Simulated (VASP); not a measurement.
## CdSe: single point with r2SCAN

CdSe:

```xyz
2
Lattice="0.0000 2.9653 3.0678 2.9653 0.0000 3.0678 2.9653 2.9653 0.0000" Properties=species:S:1:pos:R:3 pbc="T T T"
Cd    0.0000    0.0000    0.0000
Se    1.4827    1.4827    1.5339
```

This cell differs from its parent crystal: biaxial xy strain -3.3%.

```json
{
 "Program": "VASP 6.6.1",
 "Task": "single point",
 "Functional": "r2SCAN",
 "Potentials or basis": "VASP PAW PBE potentials, release 64 (Cd, Se)",
 "Cutoff": "520 eV",
 "k mesh": "8 × 8 × 8",
 "Occupations": "gaussian, width 0.01 eV",
 "Spin": "no spin polarisation",
 "Dipole correction": "no",
 "Further INCAR settings": "ALGO = Normal; EDIFF = 1e-06; NBANDS = 16"
}
```

```
Pressure               : 4.3 GPa
Band gap on the k mesh : 1.14 eV, direct
```

Stress tensor (GPa, compression positive):
```
4.48 0.00 0.00
0.00 4.48 0.00
0.00 0.00 4.00
```

Levels at points of the mesh, in eV from the valence-band top:
```
           k point  band 6  band 7  band 8  band 9  band 10  band 11  band 12  band 13
(0.00, 0.00, 0.00)   -7.90   -0.12    0.00    0.00     1.14     6.44     6.44     6.44
(0.50, 0.00, 0.00)   -7.56   -4.73   -0.94   -0.78     2.87     6.78     7.03     7.91
(0.50, 0.50, 0.00)   -7.53   -4.46   -1.97   -1.97     3.43     4.36     9.66    11.23
(0.50, 0.00, 0.50)   -7.47   -4.26   -2.15   -2.09     3.30     4.05    10.00    10.92
```

Run time: 84 s on 1 thread of Intel(R) Xeon(R) Platinum 8375C CPU @ 2.90GHz (Ice Lake), on a shared host, peak memory 0.21 GiB.

Caveat: the cell differs from its parent crystal (biaxial xy strain -3.3%); the PAW data sets were made with another functional, which shifts forces and pressure a little.
